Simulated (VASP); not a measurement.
# SiO2 (Ia-3) in VASP: a series of runs

The runs below take SiO2 through electric field gradients, with PBE, r2SCAN.

Everything below comes from runs of VASP 6.6.1. Logs are shortened: lines on timing, memory, paths and dates and some standing lists are left out, and cuts for length are marked.

### Step 1. The cell of the first run

The structure is cubic, space group Ia-3 (No. 206). The conventional cell has a = 8.447 Å, b = 8.447 Å, c = 8.447 Å, α = 90.00°, β = 90.00°, γ = 90.00°. Within 2.1 Å of Si (site symmetry 3) lie 4 O at 1.59 to 1.62 Å. Within 2.2 Å of O (site symmetry 2) lie 2 Si at 1.62 Å. O (site symmetry -3) has 2 Si at 1.59 Å within 2.1 Å.

### Step 2. Electric field gradients, PBE

File INCAR:

```
ALGO = Normal
EDIFF = 1E-8
ENCUT = 520
GGA = PE
ISIF = 2
ISMEAR = -1
LASPH = T
LCHARG = F
LEFG = T
LREAL = Auto
LWAVE = F
NBANDS = 82
NELM = 100
PREC = Accurate
SIGMA = 0.02
```

File KPOINTS:

```
k-points
0
Gamma
  4 4 4
```

File POSCAR:

```
SiO2
1.0
   -4.2235302601      4.2235302601      4.2235302601
    4.2235302601     -4.2235302601      4.2235302601
    4.2235302601      4.2235302601     -4.2235302601
Si O
8 16
Direct
    0.5000000000      0.0000000000      0.7824953700
    0.2824953700      0.2824953700      0.2824953700
    0.5000000000      0.0000000000      0.2175046300
    0.7175046300      0.7175046300      0.7175046300
    0.7824953700      0.5000000000      0.0000000000
    0.0000000000      0.2175046300      0.5000000000
    0.2175046300      0.5000000000      0.0000000000
    0.0000000000      0.7824953700      0.5000000000
    0.6802250600      0.9302250600      0.7500000000
    0.7500000000      0.6802250600      0.9302250600
    0.8197749400      0.5697749400      0.2500000000
    0.7500000000      0.1802250600      0.4302250600
    0.0697749400      0.2500000000      0.3197749400
    0.5000000000      0.0000000000      0.0000000000
    0.2500000000      0.8197749400      0.5697749400
    0.4302250600      0.7500000000      0.1802250600
    0.3197749400      0.0697749400      0.2500000000
    0.1802250600      0.4302250600      0.7500000000
    0.9302250600      0.7500000000      0.6802250600
    0.5000000000      0.5000000000      0.5000000000
    0.2500000000      0.3197749400      0.0697749400
    0.0000000000      0.5000000000      0.0000000000
    0.0000000000      0.0000000000      0.5000000000
    0.5697749400      0.2500000000      0.8197749400
```

Potentials or basis: VASP PAW PBE potentials, release 64 (Si, O).

Launch:

```console
cat potpaw_PBE.64/Si/POTCAR potpaw_PBE.64/O/POTCAR > POTCAR
mpirun -np 1 vasp_std > vasp.out
```

OUTCAR:

```text
EDIFF = 1E-8
   ENCUT = 520
   GGA = PE
   ISIF = 2
   ISMEAR = -1
   LASPH = T
   LREAL = Auto
   NELM = 100
   PREC = Accurate

 ion  position               nearest neighbor table
   1  0.500  0.000  0.782-  14 1.59   9 1.62  15 1.62  24 1.62   4 3.01   5 3.01   8 3.01
   2  0.282  0.282  0.282-  20 1.59  17 1.62  21 1.62  13 1.62   6 3.01   7 3.01   3 3.01
   3  0.500  0.000  0.218-  14 1.59  12 1.62  16 1.62  17 1.62   2 3.01   6 3.01   7 3.01
   4  0.718  0.718  0.718-  20 1.59  10 1.62   9 1.62  19 1.62   5 3.01   8 3.01   1 3.01
   5  0.782  0.500  0.000-  22 1.59  11 1.62  10 1.62  24 1.62   4 3.01   8 3.01   1 3.01
   6  0.000  0.218  0.500-  23 1.59  13 1.62  18 1.62  12 1.62   2 3.01   7 3.01   3 3.01
   7  0.218  0.500  0.000-  22 1.59  21 1.62  18 1.62  16 1.62   2 3.01   3 3.01   6 3.01
   8  0.000  0.782  0.500-  23 1.59  15 1.62  19 1.62  11 1.62   1 3.01   4 3.01   5 3.01
   9  0.680  0.930  0.750-   1 1.62   4 1.62
  10  0.750  0.680  0.930-   4 1.62   5 1.62
  11  0.820  0.570  0.250-   5 1.62   8 1.62
  12  0.750  0.180  0.430-   3 1.62   6 1.62
  13  0.070  0.250  0.320-   6 1.62   2 1.62
  14  0.500  0.000  0.000-   1 1.59   3 1.59
[... 8 lines left out ...]
  23  0.000  0.000  0.500-   6 1.59   8 1.59
  24  0.570  0.250  0.820-   1 1.62   5 1.62

  LATTYP: Found a body centered cubic cell.
 ALAT       =     8.4470605202

  Lattice vectors:

 A1 = (  -4.2235302601,   4.2235302601,   4.2235302601)
 A2 = (   4.2235302601,  -4.2235302601,   4.2235302601)
 A3 = (   4.2235302601,   4.2235302601,  -4.2235302601)

Analysis of symmetry for initial positions (statically):
=====================================================================
 Subroutine PRICEL returns:
 Original cell was already a primitive cell.

 Routine SETGRP: Setting up the symmetry group for a
 body centered cubic supercell.

 Subroutine GETGRP returns: Found 24 space group operations
 (whereof  6 operations were pure point group operations)
 out of a pool of 48 trial point group operations.

The static configuration has the point symmetry S_6 .
 The point group associated with its full space group is T_h .

Analysis of symmetry for dynamics (positions and initial velocities):
=====================================================================
 Subroutine PRICEL returns:
 Original cell was already a primitive cell.
[... 826 lines left out ...]
  Direction    XX          YY          ZZ          XY          YZ          ZX
  --------------------------------------------------------------------------------------
  -------------------------------------------------------------------------------------
  Total       10.8308428     10.8308428     10.8308428      0.0000000     -0.0000000     -0.0000000
  in kB       57.5819031     57.5819031     57.5819031      0.0000000     -0.0000000     -0.0000000
  external PRESSURE =      57.5819031 kB  Pullay stress =       0.0000000 kB

 VOLUME and BASIS-vectors are now :
 -----------------------------------------------------------------------------
  energy-cutoff  :      520.00
  volume of cell :      301.36
      direct lattice vectors                 reciprocal lattice vectors
    -4.223530260  4.223530260  4.223530260     0.000000000  0.118384377  0.118384377
     4.223530260 -4.223530260  4.223530260     0.118384377  0.000000000  0.118384377
     4.223530260  4.223530260 -4.223530260     0.118384377  0.118384377  0.000000000

 POSITION                                       TOTAL-FORCE (eV/Angst)
 -----------------------------------------------------------------------------------
      1.19313      5.41666     -1.19313        -0.012836     -0.012836      0.012836
      1.19313      1.19313      1.19313        -0.012836     -0.012836     -0.012836
     -1.19313      3.03040      1.19313         0.012836      0.012836     -0.012836
      3.03040      3.03040      3.03040         0.012836      0.012836      0.012836
     -1.19313      1.19313      5.41666         0.012836     -0.012836     -0.012836
      3.03040      1.19313     -1.19313         0.012836     -0.012836      0.012836
[... 16 lines left out ...]
      2.11177      2.11177     -2.11177        -0.000000     -0.000000     -0.000000
      2.11177      4.81292      0.00000        -0.000000     -0.314853     -0.000000
 -----------------------------------------------------------------------------------
    total drift:                               -0.000000     -0.000000     -0.000000

  FREE ENERGIE OF THE ION-ELECTRON SYSTEM (eV)
  ---------------------------------------------------
  free  energy   TOTEN  =      -189.0081061417 eV

  energy  without entropy=     -189.0081061417  energy(sigma->0) =     -189.00810614

 Electric field gradients (V/A^2)
---------------------------------------------------------------------
 ion       V_xx      V_yy      V_zz      V_xy      V_xz      V_yz
---------------------------------------------------------------------
   1       0.000    -0.000    -0.000     2.738    -2.738    -2.738
   2      -0.000     0.000     0.000     2.738     2.738     2.738
   3       0.000    -0.000    -0.000     2.738    -2.738    -2.738
   4      -0.000     0.000     0.000     2.738     2.738     2.738
   5      -0.000     0.000    -0.000    -2.738    -2.738     2.738
   6      -0.000    -0.000     0.000    -2.738     2.738    -2.738
[... 16 lines left out ...]
  23       0.000    -0.000     0.000   -46.091    46.078   -46.091
  24       5.121   -30.138    25.018     0.001    72.805     0.001
---------------------------------------------------------------------

 Electric field gradients after diagonalization (V/A^2)
 (convention: |V_zz| > |V_xx| > |V_yy|)
----------------------------------------------------------------------
 ion       V_xx      V_yy      V_zz     asymmetry (V_yy - V_xx)/ V_zz
----------------------------------------------------------------------
   1      -2.738    -2.738     5.476       0.000
   2      -2.738    -2.738     5.476       0.000
   3      -2.738    -2.738     5.476       0.000
   4      -2.738    -2.738     5.476       0.000
   5      -2.738    -2.738     5.476       0.000
   6      -2.738    -2.738     5.476       0.000
[... 16 lines left out ...]
  23     -46.095   -46.077    92.172       0.000
  24     -58.412   -30.138    88.550       0.319
----------------------------------------------------------------------

           NMR quadrupolar parameters

 Cq : quadrupolar parameter    Cq=e*Q*V_zz/h
 eta: asymmetry parameters     (V_yy - V_xx)/ V_zz
 Q  : nuclear electric quadrupole moment in mb (millibarn)
----------------------------------------------------------------------
 ion       Cq(MHz)       eta       Q (mb)
----------------------------------------------------------------------
   1       0.013       0.000       1.000
   2       0.013       0.000       1.000
   3       0.013       0.000       1.000
   4       0.013       0.000       1.000
   5       0.013       0.000       1.000
   6       0.013       0.000       1.000
[... 16 lines left out ...]
  23       0.223       0.000       1.000
  24       0.214       0.319       1.000
----------------------------------------------------------------------
```

OSZICAR:

```text
N       E                     dE             d eps       ncg     rms          rms(c)
DAV:   1     0.812318207495E+03    0.81232E+03   -0.67643E+04  1320   0.145E+03
DAV:   2    -0.152739708847E+03   -0.96506E+03   -0.93893E+03  1616   0.333E+02
DAV:   3    -0.213488753481E+03   -0.60749E+02   -0.60439E+02  1568   0.897E+01
DAV:   4    -0.214370141945E+03   -0.88139E+00   -0.87843E+00  1576   0.116E+01
DAV:   5    -0.214388269065E+03   -0.18127E-01   -0.18111E-01  1560   0.158E+00    0.416E+01
DAV:   6    -0.188936087940E+03    0.25452E+02   -0.10446E+02  1504   0.347E+01    0.196E+01
DAV:   7    -0.188970890280E+03   -0.34802E-01   -0.28541E+00  1568   0.556E+00    0.722E+00
DAV:   8    -0.188972618510E+03   -0.17282E-02   -0.15212E-01  1536   0.185E+00    0.276E+00
DAV:   9    -0.189004344660E+03   -0.31726E-01   -0.69501E-02  1480   0.124E+00    0.546E-01
DAV:  10    -0.189006740466E+03   -0.23958E-02   -0.36520E-03  1576   0.243E-01    0.278E-01
DAV:  11    -0.189008065265E+03   -0.13248E-02   -0.11748E-03  1486   0.144E-01    0.400E-02
DAV:  12    -0.189008083705E+03   -0.18440E-04   -0.10358E-04  1600   0.518E-02    0.120E-02
DAV:  13    -0.189008103621E+03   -0.19916E-04   -0.42364E-05  1518   0.253E-02    0.124E-02
DAV:  14    -0.189008106184E+03   -0.25636E-05   -0.77369E-06  1840   0.157E-02    0.769E-03
DAV:  15    -0.189008106022E+03    0.16262E-06   -0.45180E-06  1568   0.851E-03    0.222E-03
DAV:  16    -0.189008106148E+03   -0.12594E-06   -0.37734E-07  1520   0.247E-03    0.936E-04
DAV:  17    -0.189008106142E+03    0.60572E-08   -0.46777E-08  1488   0.110E-03
   1 F= -.18900811E+03 E0= -.18900811E+03  d E =-.460308E-11
```

stdout:

```text
POSCAR found type information on POSCAR SiO
 POSCAR found :  2 types and      24 ions
 scaLAPACK will be used
 LDA part: xc-table for (Slater+PW92), standard interpolation
 POSCAR, INCAR and KPOINTS ok, starting setup
 FFT: planning ... GRIDC
 FFT: planning ... GRID_SOFT
 FFT: planning ... GRID
 WAVECAR not read
 entering main loop
ion   1

ion   2

ion   3

ion   4

ion   5

ion   6

ion   7

ion   8

ion   9

ion  10

ion  11

ion  12

ion  13

ion  14

ion  15

ion  16

ion  17

ion  18

ion  19

ion  20

ion  21

ion  22

ion  23

ion  24
```

It took 6.3 min on 1 thread of Intel Xeon Platinum 8259CL at 2.50GHz (Skylake/Cascade Lake), shared host; peak memory 0.43 GiB.

Results:

```yaml
Free_energy: -189.0081 eV
Pressure: 5.8 GPa
Largest_force: 0.315 eV/Å
Band_gap_on_the_k_mesh: 5.90 eV, indirect (least direct gap 5.97 eV)
```

Forces in eV/Å, atoms in the order of the input:
```
Si  -0.013 -0.013  0.013
Si  -0.013 -0.013 -0.013
Si   0.013  0.013 -0.013
Si   0.013  0.013  0.013
Si   0.013 -0.013 -0.013
Si   0.013 -0.013  0.013
Si  -0.013  0.013  0.013
Si  -0.013  0.013 -0.013
O    0.000  0.000  0.315
O    0.315  0.000  0.000
O    0.000  0.000 -0.315
O    0.315  0.000  0.000
O    0.000 -0.315  0.000
O    0.000  0.000  0.000
O   -0.315  0.000  0.000
O    0.000  0.315  0.000
O    0.000  0.000 -0.315
O    0.000  0.000  0.315
O    0.000  0.315  0.000
O    0.000  0.000  0.000
O   -0.315  0.000  0.000
O    0.000  0.000  0.000
O    0.000  0.000  0.000
O    0.000 -0.315  0.000
```

Electric field gradients, principal values (V/Å²):
```tsv
atom	least	middle	greatest (by size)
1 Si	-2.738	-2.738	5.476
2 Si	-2.738	-2.738	5.476
3 Si	-2.738	-2.738	5.476
4 Si	-2.738	-2.738	5.476
5 Si	-2.738	-2.738	5.476
6 Si	-2.738	-2.738	5.476
7 Si	-2.738	-2.738	5.476
8 Si	-2.738	-2.738	5.476
9 O	-30.138	-58.416	88.554
10 O	-30.138	-58.416	88.554
11 O	-30.138	-58.412	88.550
12 O	-30.138	-58.412	88.550
13 O	-30.138	-58.416	88.554
14 O	-46.077	-46.095	92.172
15 O	-30.138	-58.412	88.550
16 O	-30.138	-58.412	88.550
17 O	-30.138	-58.416	88.554
18 O	-30.138	-58.412	88.550
19 O	-30.138	-58.416	88.554
20 O	-46.077	-46.077	92.155
21 O	-30.138	-58.416	88.554
22 O	-46.077	-46.095	92.172
23 O	-46.077	-46.095	92.172
24 O	-30.138	-58.412	88.550
```

Caveat: without QUAD_EFG the Cq values of the log hold for a quadrupole moment of 1 mb, not for the nuclei.

### Step 3. Electric field gradients, r2SCAN

POSCAR is that of step 2.

File INCAR.step1:

```
PREC = Accurate
ENCUT = 520
ISMEAR = -1
SIGMA = 0.02
LREAL = Auto
LASPH = True
NELM = 100
NBANDS = 82
GGA = PE
ALGO = Normal
EDIFF = 1E-4
LWAVE = True
LCHARG = False
```

File INCAR.step2:

```
PREC = Accurate
ENCUT = 520
EDIFF = 1E-8
ISMEAR = -1
SIGMA = 0.02
LREAL = Auto
LASPH = True
NELM = 100
ALGO = Normal
ISIF = 2
LWAVE = False
LCHARG = False
METAGGA = R2SCAN
LMIXTAU = True
LEFG = True
NBANDS = 82
ISTART = 1
```

File KPOINTS:

```
Automatic mesh
0
Gamma
  4 4 4
```

Potentials or basis: VASP PAW PBE potentials, release 64 (Si, O).

Launch:

```console
cat potpaw_PBE.64/Si/POTCAR potpaw_PBE.64/O/POTCAR > POTCAR
cp INCAR.step1 INCAR
mpirun -np 1 vasp_std > vasp.out
cp INCAR.step2 INCAR
mpirun -np 1 vasp_std > vasp.out
```

OUTCAR:

```text
PREC = Accurate
   ENCUT = 520
   EDIFF = 1E-8
   ISMEAR = -1
   LREAL = Auto
   LASPH = True
   NELM = 100
   ISIF = 2
   METAGGA = R2SCAN
   ISTART = 1

 ion  position               nearest neighbor table
   1  0.500  0.000  0.782-  14 1.59   9 1.62  15 1.62  24 1.62   4 3.01   5 3.01   8 3.01
   2  0.282  0.282  0.282-  20 1.59  17 1.62  21 1.62  13 1.62   6 3.01   7 3.01   3 3.01
   3  0.500  0.000  0.218-  14 1.59  12 1.62  16 1.62  17 1.62   2 3.01   6 3.01   7 3.01
   4  0.718  0.718  0.718-  20 1.59  10 1.62   9 1.62  19 1.62   5 3.01   8 3.01   1 3.01
   5  0.782  0.500  0.000-  22 1.59  11 1.62  10 1.62  24 1.62   4 3.01   8 3.01   1 3.01
   6  0.000  0.218  0.500-  23 1.59  13 1.62  18 1.62  12 1.62   2 3.01   7 3.01   3 3.01
   7  0.218  0.500  0.000-  22 1.59  21 1.62  18 1.62  16 1.62   2 3.01   3 3.01   6 3.01
   8  0.000  0.782  0.500-  23 1.59  15 1.62  19 1.62  11 1.62   1 3.01   4 3.01   5 3.01
   9  0.680  0.930  0.750-   1 1.62   4 1.62
  10  0.750  0.680  0.930-   4 1.62   5 1.62
[... 952 lines left out ...]
----------------------------------------------------------------------
 ion       V_xx      V_yy      V_zz     asymmetry (V_yy - V_xx)/ V_zz
----------------------------------------------------------------------
   1      -2.680    -2.679     5.359       0.000
   2      -2.680    -2.680     5.360       0.000
   3      -2.680    -2.679     5.359       0.000
   4      -2.680    -2.680     5.360       0.000
   5      -2.680    -2.679     5.359       0.000
   6      -2.680    -2.679     5.359       0.000
[... 16 lines left out ...]
  23     -44.876   -44.859    89.735       0.000
  24     -57.514   -29.200    86.714       0.327
----------------------------------------------------------------------

           NMR quadrupolar parameters

 Cq : quadrupolar parameter    Cq=e*Q*V_zz/h
 eta: asymmetry parameters     (V_yy - V_xx)/ V_zz
 Q  : nuclear electric quadrupole moment in mb (millibarn)
----------------------------------------------------------------------
 ion       Cq(MHz)       eta       Q (mb)
----------------------------------------------------------------------
   1       0.013       0.000       1.000
   2       0.013       0.000       1.000
   3       0.013       0.000       1.000
   4       0.013       0.000       1.000
   5       0.013       0.000       1.000
   6       0.013       0.000       1.000
[... 16 lines left out ...]
  23       0.217       0.000       1.000
  24       0.210       0.327       1.000
----------------------------------------------------------------------
```

OUTCAR.step1:

```text
PREC = Accurate
   ENCUT = 520
   ISMEAR = -1
   LREAL = Auto
   LASPH = True
[... 906 lines left out ...]
     -1.19313      1.19313      5.41666         0.013198     -0.013198     -0.013198
      3.03040      1.19313     -1.19313         0.013198     -0.013198      0.013198
[... 16 lines left out ...]
      2.11177      2.11177     -2.11177        -0.000000      0.000000      0.000000
      2.11177      4.81292      0.00000         0.000000     -0.313209      0.000000
 -----------------------------------------------------------------------------------
    total drift:                               -0.000000     -0.000000     -0.000000

  FREE ENERGIE OF THE ION-ELECTRON SYSTEM (eV)
  ---------------------------------------------------
  free  energy   TOTEN  =      -189.0080821524 eV

  energy  without entropy=     -189.0080821524  energy(sigma->0) =     -189.00808215
```

OSZICAR.step1:

```text
N       E                     dE             d eps       ncg     rms          rms(c)
DAV:   1     0.812318207495E+03    0.81232E+03   -0.67643E+04  1320   0.145E+03
DAV:   2    -0.152739708847E+03   -0.96506E+03   -0.93893E+03  1616   0.333E+02
DAV:   3    -0.213488753481E+03   -0.60749E+02   -0.60439E+02  1568   0.897E+01
DAV:   4    -0.214370141945E+03   -0.88139E+00   -0.87843E+00  1576   0.116E+01
DAV:   5    -0.214388269065E+03   -0.18127E-01   -0.18111E-01  1560   0.158E+00    0.416E+01
DAV:   6    -0.188936087940E+03    0.25452E+02   -0.10446E+02  1504   0.347E+01    0.196E+01
DAV:   7    -0.188970890280E+03   -0.34802E-01   -0.28541E+00  1568   0.556E+00    0.722E+00
DAV:   8    -0.188972618510E+03   -0.17282E-02   -0.15212E-01  1536   0.185E+00    0.276E+00
DAV:   9    -0.189004344660E+03   -0.31726E-01   -0.69501E-02  1480   0.124E+00    0.546E-01
DAV:  10    -0.189006740466E+03   -0.23958E-02   -0.36520E-03  1576   0.243E-01    0.278E-01
DAV:  11    -0.189008065265E+03   -0.13248E-02   -0.11748E-03  1486   0.144E-01    0.400E-02
DAV:  12    -0.189008082152E+03   -0.16887E-04   -0.88070E-05  1080   0.518E-02
   1 F= -.18900808E+03 E0= -.18900808E+03  d E =-.380604E-11
```

Run time: 25 min. Hardware: 1 thread of Intel Xeon Platinum 8259CL at 2.50GHz (Skylake/Cascade Lake), shared host; peak memory 0.48 GiB.

Results:

```yaml
Free_energy: -237.9780 eV
Pressure: 0.3 GPa
Largest_force: 0.014 eV/Å
Band_gap_on_the_k_mesh: 6.59 eV, indirect (least direct gap 6.66 eV)
```

Forces on the atoms (eV/Å):
```
Si  -0.008 -0.008  0.008
Si  -0.008 -0.008 -0.008
Si   0.008  0.008 -0.008
Si   0.008  0.008  0.008
Si   0.008 -0.008 -0.008
Si   0.008 -0.008  0.008
Si  -0.008  0.008  0.008
Si  -0.008  0.008 -0.008
O    0.000  0.000  0.009
O    0.009  0.000  0.000
O    0.000  0.000 -0.009
O    0.009  0.000  0.000
O    0.000 -0.009  0.000
O    0.000  0.000  0.000
O   -0.009  0.000  0.000
O    0.000  0.009  0.000
O    0.000  0.000 -0.009
O    0.000  0.000  0.009
O    0.000  0.009  0.000
O    0.000  0.000  0.000
O   -0.009  0.000  0.000
O    0.000  0.000  0.000
O    0.000  0.000  0.000
O    0.000 -0.009  0.000
```

Levels at points of the mesh, in eV from the valence-band top:
```
           k point  band 62  band 63  band 64  band 65  band 66  band 67
(0.00, 0.00, 0.00)    -0.07    -0.07    -0.07     6.59     8.84     9.41
(0.50, 0.00, 0.00)    -0.20    -0.08    -0.08     8.24     8.24     9.64
(0.50, 0.50, 0.50)     0.00     0.00     0.00     9.14     9.14     9.14
```

Electric field gradients, principal values (V/Å²):
| atom | least | middle | greatest (by size) |
| --- | --- | --- | --- |
| 1 Si | -2.679 | -2.680 | 5.359 |
| 2 Si | -2.680 | -2.680 | 5.360 |
| 3 Si | -2.679 | -2.680 | 5.359 |
| 4 Si | -2.680 | -2.680 | 5.360 |
| 5 Si | -2.679 | -2.680 | 5.359 |
| 6 Si | -2.679 | -2.680 | 5.359 |
| 7 Si | -2.679 | -2.680 | 5.359 |
| 8 Si | -2.679 | -2.680 | 5.359 |
| 9 O | -29.200 | -57.518 | 86.718 |
| 10 O | -29.200 | -57.518 | 86.718 |
| 11 O | -29.200 | -57.514 | 86.714 |
| 12 O | -29.200 | -57.514 | 86.714 |
| 13 O | -29.200 | -57.518 | 86.718 |
| 14 O | -44.859 | -44.876 | 89.735 |
| 15 O | -29.200 | -57.514 | 86.714 |
| 16 O | -29.200 | -57.514 | 86.714 |
| 17 O | -29.200 | -57.518 | 86.718 |
| 18 O | -29.200 | -57.514 | 86.714 |
| 19 O | -29.200 | -57.518 | 86.718 |
| 20 O | -44.859 | -44.859 | 89.718 |
| 21 O | -29.200 | -57.518 | 86.718 |
| 22 O | -44.859 | -44.876 | 89.735 |
| 23 O | -44.859 | -44.876 | 89.735 |
| 24 O | -29.200 | -57.514 | 86.714 |

Caveat: without QUAD_EFG the Cq values of the log hold for a quadrupole moment of 1 mb, not for the nuclei; the PAW data sets were made with another functional, which shifts forces and pressure a little. r2SCAN opens gaps a little over a GGA but as a rule still falls short of measured ones.

[end of part 1 of 2]
